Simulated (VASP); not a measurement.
Set up this calculation in VASP 6.6.1, as the native input.

| Property | Result |
| --- | --- |
| Task | single point |
| Functional | r2SCAN |
| Potentials or basis | VASP PAW PBE potentials, release 64 (Si) |
| Cutoff | 520 eV |
| k mesh | 8 × 8 × 8 |
| Occupations | gaussian, width 0.05 eV |
| Spin | no spin polarisation |
| Dipole correction | no |
| Further INCAR settings | ALGO = Normal; EDIFF = 1e-06; NBANDS = 11 |

Si:

```
Si
1.0
     0.00000    2.93987    2.61322
     2.93987    0.00000    2.61322
     2.93987    2.93987    0.00000
Si
2
Cartesian
  2.9399 2.9399 2.6132
  4.4098 4.4098 3.9198
```

This cell differs from its parent crystal: strain +0.080 along x and y, -0.040 along z.

These files were run (other wordings do the same):

POSCAR

```
Si
1.0
    0.0000000000      2.9398737687      2.6132211277
    2.9398737687      0.0000000000      2.6132211277
    2.9398737687      2.9398737687      0.0000000000
Si
2
Direct
    0.5000000000      0.5000000000      0.5000000000
    0.7500000000      0.7500000000      0.7500000000
```

INCAR.step1

```
  PREC = Accurate
  ENCUT = 520
  ISMEAR = 0
  SIGMA = 0.05
  LREAL = F
  LASPH = T
  NELM = 100
  NBANDS = 11
  GGA = PE
  ALGO = Normal
  EDIFF = 1E-4
  LWAVE = T
  LCHARG = F
```

INCAR.step2

```
  PREC = Accurate
  ENCUT = 520
  EDIFF = 1E-6
  ISMEAR = 0
  SIGMA = 0.05
  LREAL = F
  LASPH = T
  NELM = 100
  ALGO = Normal
  ISIF = 2
  LWAVE = F
  LCHARG = F
  METAGGA = R2SCAN
  LMIXTAU = T
  NBANDS = 11
  ISTART = 1
```

KPOINTS

```
Automatic mesh
0
Gamma
  8 8 8
```

Potentials or basis: VASP PAW PBE potentials, release 64 (Si).

The run is started by

```console
$ cat potpaw_PBE.64/Si/POTCAR > POTCAR
$ cp INCAR.step1 INCAR
$ mpirun -np 1 vasp_std > vasp.out
$ cp INCAR.step2 INCAR
$ mpirun -np 1 vasp_std > vasp.out
```

It gave:

```json
{
 "Pressure": "-9.0 GPa",
 "Band gap on the k mesh": "zero (band 4 reaches 5.09 eV, above the bottom of band 5 at 4.88 eV)"
}
```

Caveat: the cell differs from its parent crystal (strain +0.080 along x and y, -0.040 along z); the PAW data sets were made with another functional, which shifts forces and pressure a little.

Wall time 60 s on 1 thread of Intel(R) Xeon(R) Platinum 8559C (Emerald Rapids), on a shared host, peak memory 0.17 GiB.
